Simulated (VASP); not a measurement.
# MoSe (Fm-3m) in VASP: single point with PBE+U

Aim: the single point of MoSe with PBE+U.

All numbers are computed with VASP 6.6.1; they aren't measurements. Logs are shortened: lines on timing, memory, paths and dates and some standing lists are left out, and cuts for length are marked.

## Step 1: The cell of the first run

The structure is cubic, space group Fm-3m (No. 225). Conventional cell: a = 5.220 Å, b = 5.220 Å, c = 5.220 Å, α = 90.00°, β = 90.00°, γ = 90.00°. Mo (site symmetry m-3m) has 6 Se at 2.61 Å within 3.4 Å. Se (site symmetry m-3m) has 6 Mo at 2.61 Å within 3.4 Å.

## Step 2: Single point, PBE+U, collinear spin

File INCAR:

```
SYSTEM = MoSe
ALGO = Normal ; EDIFF = 1E-6
ENCUT = 520 ; GGA = PE
ISIF = 2 ; ISMEAR = 0
ISPIN = 2 ; LASPH = .TRUE.
LCHARG = .TRUE. ; LDAU = .TRUE.
LDAUJ = 0 0 ; LDAUL = 2 -1
LDAUPRINT = 1 ; LDAUTYPE = 2
LDAUU = 4 0 ; LELF = .TRUE.
LMAXMIX = 4 ; LORBIT = 11
LREAL = .FALSE. ; LVHAR = .TRUE.
LWAVE = .FALSE. ; MAGMOM = 2 -2 0 0
NBANDS = 32 ; NELM = 150
PREC = Accurate ; SIGMA = 0.05
```

File KPOINTS:

```
k-points
0
G
  14 14 7
  0 0 0
```

File POSCAR:

```
MoSe
1.0
    0.0000000000      2.6101627283      2.6101627283
    5.2203254566      2.6101627283      2.6101627283
    5.2203254566      5.2203254566      0.0000000000
Mo Se
2 2
Direct
    1.0000000000      0.0000000000      0.0000000000
    1.0000000000      0.0000000000      0.5000000000
    0.5000000000      0.5000000000      0.0000000000
    0.5000000000      0.5000000000      0.5000000000
```

Potentials or basis: VASP PAW PBE potentials, release 64 (Mo_sv, Se).

The run is started by

```console
$ cat potpaw_PBE.64/Mo_sv/POTCAR potpaw_PBE.64/Se/POTCAR > POTCAR
$ mpirun -np 1 vasp_std > vasp.out
```

OUTCAR:

```text
SYSTEM = MoSe
   EDIFF = 1E-6
   ENCUT = 520
   GGA = PE
   ISIF = 2
   ISMEAR = 0
   ISPIN = 2
   LASPH = .TRUE.
   LORBIT = 11
   LREAL = .FALSE.
   NELM = 150
   PREC = Accurate

 ion  position               nearest neighbor table
   1  0.000  0.000  0.000-   4 2.61   3 2.61   4 2.61   3 2.61   4 2.61   4 2.61
   2  0.000  0.000  0.500-   3 2.61   3 2.61   4 2.61   4 2.61   3 2.61   3 2.61
   3  0.500  0.500  0.000-   2 2.61   1 2.61   2 2.61   1 2.61   2 2.61   2 2.61
   4  0.500  0.500  0.500-   1 2.61   1 2.61   2 2.61   2 2.61   1 2.61   1 2.61

  LATTYP: Found a simple tetragonal cell.
 ALAT       =     3.6913275304
 C/A-ratio  =     1.4142135624

  Lattice vectors:

 A1 = (   0.0000000000,  -2.6101627283,   2.6101627283)
 A2 = (   0.0000000000,  -2.6101627283,  -2.6101627283)
 A3 = (   5.2203254566,   0.0000000000,   0.0000000000)

Analysis of symmetry for initial positions (statically):
=====================================================================
 Subroutine PRICEL returns following result:

  LATTYP: Found a face centered cubic cell.
 ALAT       =     5.2203254566
[... 12 lines left out ...]
 Subroutine GETGRP returns: Found 16 space group operations
 (whereof 16 operations were pure point group operations)
 out of a pool of 16 trial point group operations.

The static configuration has the point symmetry D_4h.

Analysis of symmetry for dynamics (positions and initial velocities):
=====================================================================
 Subroutine PRICEL returns following result:

  LATTYP: Found a face centered cubic cell.
 ALAT       =     5.2203254566
[... 12 lines left out ...]
 Subroutine GETGRP returns: Found 16 space group operations
 (whereof 16 operations were pure point group operations)
 out of a pool of 16 trial point group operations.

The dynamic configuration has the point symmetry D_4h.

Analysis of structural, dynamic, and magnetic symmetry:
=====================================================================
 Subroutine PRICEL returns following result:

  LATTYP: Found a face centered cubic cell.
 ALAT       =     5.2203254566
[... 12 lines left out ...]
 Subroutine GETGRP returns: Found 16 space group operations
 (whereof 16 operations were pure point group operations)
 out of a pool of 16 trial point group operations.

The overall configuration has the point symmetry D_4h.

 Subroutine INISYM returns: Found 16 space group operations
 (whereof 16 operations are pure point group operations),
 and found     2 'primitive' translations

----------------------------------------------------------------------------------------

                                     Primitive cell

  volume of cell :      35.5658

  direct lattice vectors                    reciprocal lattice vectors
    -2.610162728  2.610162728 -0.000000000    -0.191558938  0.191558938 -0.191558938
    -2.610162728  0.000000000  2.610162728    -0.191558938 -0.191558938  0.191558938
     0.000000000  2.610162728  2.610162728     0.191558938  0.191558938  0.191558938

  length of vectors
     3.691327530  3.691327530  3.691327530     0.331789813  0.331789813  0.331789813

  position of ions in fractional coordinates (direct lattice)
     0.000000000  0.000000000  0.000000000
[... 127 lines left out ...]

  0.8019  0.0000  0.0000  0.0000 -0.0000
  0.0000  0.8377  0.0000 -0.0000 -0.0000
  0.0000  0.0000  0.5565  0.0000 -0.0161
  0.0000 -0.0000  0.0000  0.8019  0.0000
 -0.0000 -0.0000 -0.0161  0.0000  0.5751

spin component  2

  0.0476  0.0000 -0.0000  0.0000  0.0000
  0.0000  0.1010 -0.0000 -0.0000  0.0000
 -0.0000 -0.0000  0.1662  0.0000 -0.0022
  0.0000 -0.0000  0.0000  0.0476  0.0000
  0.0000  0.0000 -0.0022  0.0000  0.1688

 occupancies and eigenvectors

  o =  0.0476  v =  0.0000  0.0000  0.0000  0.0000  0.0000  1.0000  0.0000  0.0000  0.0000  0.0000      0.0000  0.0000  0.0000  0.0000  0.0000  0.0000  0.0000  0.0000  0.0000  0.0000
  o =  0.0476  v =  0.0000  0.0000  0.0000  0.0000  0.0000  0.0000 -0.0000 -0.0000  1.0000 -0.0000      0.0000  0.0000  0.0000  0.0000  0.0000  0.0000  0.0000  0.0000  0.0000  0.0000
  o =  0.1010  v =  0.0000  0.0000  0.0000  0.0000  0.0000  0.0000 -1.0000  0.0000 -0.0000 -0.0000      0.0000  0.0000  0.0000  0.0000  0.0000  0.0000  0.0000  0.0000  0.0000  0.0000
  o =  0.1649  v =  0.0000  0.0000  0.0000  0.0000  0.0000  0.0000  0.0000  0.8660  0.0000  0.5000      0.0000  0.0000  0.0000  0.0000  0.0000  0.0000  0.0000  0.0000  0.0000  0.0000
  o =  0.1701  v =  0.0000  0.0000  0.0000  0.0000  0.0000  0.0000 -0.0000 -0.5000  0.0000  0.8660      0.0000  0.0000  0.0000  0.0000  0.0000  0.0000  0.0000  0.0000  0.0000  0.0000
  o =  0.5471  v =  0.0000  0.0000  0.8660  0.0000  0.5000  0.0000  0.0000  0.0000  0.0000  0.0000      0.0000  0.0000  0.0000  0.0000  0.0000  0.0000  0.0000  0.0000  0.0000  0.0000
  o =  0.5844  v =  0.0000  0.0000  0.5000  0.0000 -0.8660  0.0000  0.0000  0.0000  0.0000  0.0000      0.0000  0.0000  0.0000  0.0000  0.0000  0.0000  0.0000  0.0000  0.0000  0.0000
  o =  0.8019  v =  1.0000  0.0000  0.0000  0.0000  0.0000  0.0000  0.0000  0.0000  0.0000  0.0000      0.0000  0.0000  0.0000  0.0000  0.0000  0.0000  0.0000  0.0000  0.0000  0.0000
  o =  0.8019  v =  0.0000 -0.0000  0.0000 -1.0000  0.0000  0.0000  0.0000  0.0000  0.0000  0.0000      0.0000  0.0000  0.0000  0.0000  0.0000  0.0000  0.0000  0.0000  0.0000  0.0000
  o =  0.8377  v =  0.0000  1.0000 -0.0000 -0.0000  0.0000  0.0000  0.0000  0.0000  0.0000  0.0000      0.0000  0.0000  0.0000  0.0000  0.0000  0.0000  0.0000  0.0000  0.0000  0.0000

atom =   2  type =  1  l = 2

 onsite density matrix

spin component  1

  0.0476  0.0000  0.0000  0.0000  0.0000
  0.0000  0.1010 -0.0000 -0.0000  0.0000
  0.0000 -0.0000  0.1662  0.0000 -0.0022
  0.0000 -0.0000  0.0000  0.0476  0.0000
  0.0000  0.0000 -0.0022  0.0000  0.1688

spin component  2

  0.8019  0.0000  0.0000  0.0000 -0.0000
  0.0000  0.8377  0.0000 -0.0000 -0.0000
  0.0000  0.0000  0.5565  0.0000 -0.0161
  0.0000 -0.0000  0.0000  0.8019  0.0000
 -0.0000 -0.0000 -0.0161  0.0000  0.5751

 occupancies and eigenvectors

  o =  0.0476  v =  0.0000  0.0000 -0.0000 -1.0000  0.0000  0.0000  0.0000  0.0000  0.0000  0.0000      0.0000  0.0000  0.0000  0.0000  0.0000  0.0000  0.0000  0.0000  0.0000  0.0000
  o =  0.0476  v =  1.0000  0.0000  0.0000  0.0000  0.0000  0.0000  0.0000  0.0000  0.0000  0.0000      0.0000  0.0000  0.0000  0.0000  0.0000  0.0000  0.0000  0.0000  0.0000  0.0000
  o =  0.1010  v =  0.0000  1.0000  0.0000  0.0000  0.0000  0.0000  0.0000  0.0000  0.0000  0.0000      0.0000  0.0000  0.0000  0.0000  0.0000  0.0000  0.0000  0.0000  0.0000  0.0000
  o =  0.1649  v =  0.0000 -0.0000  0.8660  0.0000  0.5000  0.0000  0.0000  0.0000  0.0000  0.0000      0.0000  0.0000  0.0000  0.0000  0.0000  0.0000  0.0000  0.0000  0.0000  0.0000
  o =  0.1701  v =  0.0000  0.0000 -0.5000  0.0000  0.8660  0.0000  0.0000  0.0000  0.0000  0.0000      0.0000  0.0000  0.0000  0.0000  0.0000  0.0000  0.0000  0.0000  0.0000  0.0000
  o =  0.5471  v =  0.0000  0.0000  0.0000  0.0000  0.0000  0.0000  0.0000  0.8660  0.0000  0.5000      0.0000  0.0000  0.0000  0.0000  0.0000  0.0000  0.0000  0.0000  0.0000  0.0000
  o =  0.5844  v =  0.0000  0.0000  0.0000  0.0000  0.0000  0.0000  0.0000  0.5000  0.0000 -0.8660      0.0000  0.0000  0.0000  0.0000  0.0000  0.0000  0.0000  0.0000  0.0000  0.0000
  o =  0.8019  v =  0.0000  0.0000  0.0000  0.0000  0.0000  0.0000 -0.0000  0.0000 -1.0000  0.0000      0.0000  0.0000  0.0000  0.0000  0.0000  0.0000  0.0000  0.0000  0.0000  0.0000
  o =  0.8019  v =  0.0000  0.0000  0.0000  0.0000  0.0000  1.0000  0.0000  0.0000  0.0000  0.0000      0.0000  0.0000  0.0000  0.0000  0.0000  0.0000  0.0000  0.0000  0.0000  0.0000
  o =  0.8377  v =  0.0000  0.0000  0.0000  0.0000  0.0000  0.0000  1.0000 -0.0000 -0.0000  0.0000      0.0000  0.0000  0.0000  0.0000  0.0000  0.0000  0.0000  0.0000  0.0000  0.0000

 number of electron      40.0000001 magnetization       0.0000000

 Free energy of the ion-electron system (eV)
  ---------------------------------------------------
  ext. energy  EPLUGINS =         0.00000000
  ---------------------------------------------------
  free energy    TOTEN  =       -20.18458152 eV

  energy without entropy =      -20.18287961  energy(sigma->0) =      -20.18373056

 E-fermi :  10.0681     XC(G=0): -11.6376

 val. band max:       10.0667099916   @ k =   0.2857   0.2143   0.0000
 cond. band min:      10.0726169392   @ k =   0.2143   0.2143   0.1429
 fundamental gap:      0.0059069476
 Fermi energy:        10.0680635837

 spin component 1

 k-point     1 :       0.0000    0.0000    0.0000
  band No.  band energies     occupation
      1     -52.2328      1.00000
      2     -50.2774      1.00000
      3     -26.5589      1.00000
      4     -26.4700      1.00000
      5     -26.4700      1.00000
      6     -24.3539      1.00000
[... 1673 lines left out ...]
     31      18.3321      0.00000
     32      18.6126      0.00000

 [... further k-points ...]
[... 5 lines left out ...]
  --------------------------------------------------------------------------------------
  -------------------------------------------------------------------------------------
  Total       10.6072364     10.8900445     10.8900445      0.0000000     -0.0000000     -0.0000000
  in kB      238.9186702    245.2886726    245.2886726      0.0000000     -0.0000000     -0.0000000
  external PRESSURE =     243.1653385 kB  Pullay stress =       0.0000000 kB

 VOLUME and BASIS-vectors are now :
 -----------------------------------------------------------------------------
  energy-cutoff  :      520.00
  volume of cell :       71.13
      direct lattice vectors                 reciprocal lattice vectors
     0.000000000  2.610162728  2.610162728    -0.191558938  0.191558938  0.191558938
     5.220325457  2.610162728  2.610162728     0.191558938 -0.191558938  0.191558938
     5.220325457  5.220325457  0.000000000     0.000000000  0.191558938 -0.191558938

 POSITION                                       TOTAL-FORCE (eV/Angst)
 -----------------------------------------------------------------------------------
      0.00000      0.00000      0.00000         0.000000      0.000000     -0.000000
      2.61016      2.61016      0.00000         0.000000     -0.000000      0.000000
      2.61016      2.61016      2.61016        -0.000000     -0.000000     -0.000000
      5.22033      5.22033      2.61016        -0.000000      0.000000     -0.000000
 -----------------------------------------------------------------------------------
    total drift:                               -0.000000      0.000000      0.000000

  FREE ENERGIE OF THE ION-ELECTRON SYSTEM (eV)
  ---------------------------------------------------
  free  energy   TOTEN  =       -20.1845815190 eV

  energy  without entropy=      -20.1828796090  energy(sigma->0) =      -20.18373056

 total charge

# of ion       s       p       d       tot
------------------------------------------
    1        2.237   6.107   4.059  12.404
    2        2.237   6.107   4.059  12.404
    3        1.439   2.501   0.096   4.036
    4        1.439   2.501   0.096   4.036
--------------------------------------------------
tot          7.352  17.218   8.310  32.880

 magnetization (x)

# of ion       s       p       d       tot
------------------------------------------
    1        0.045   0.026   3.018   3.089
    2       -0.045  -0.026  -3.018  -3.089
    3       -0.004   0.011  -0.013  -0.006
    4        0.004  -0.011   0.013   0.006
--------------------------------------------------
tot          0.000   0.000   0.000   0.000
```

Run time: 25 min. Hardware: 1 thread of Oxide Virtual Turin-like, shared host; peak memory 0.61 GiB.

Results:

```
Free energy                                           : -20.1846 eV
Pressure                                              : 24.3 GPa
Band gap on the k mesh                                : zero (filled and empty bands overlap)
Net moment                                            : 0.00 μB per cell
Site moments                                          : Mo +3.09, -3.09; Se -0.01, +0.01 μB
Valence electrons inside the program's atomic spheres : Mo 12.40; Se 4.04
```

Eigenvalues of the final occupation matrices:
| site | spin | trace | eigenvalues |
| --- | --- | --- | --- |
| site 1 d | 1 | 3.57 | 0.55 0.58 0.80 0.80 0.84 |
| site 1 d | 2 | 0.53 | 0.05 0.05 0.10 0.16 0.17 |
| site 2 d | 1 | 0.53 | 0.05 0.05 0.10 0.16 0.17 |
| site 2 d | 2 | 3.57 | 0.55 0.58 0.80 0.80 0.84 |

Caveat: the cell stands under pressure.
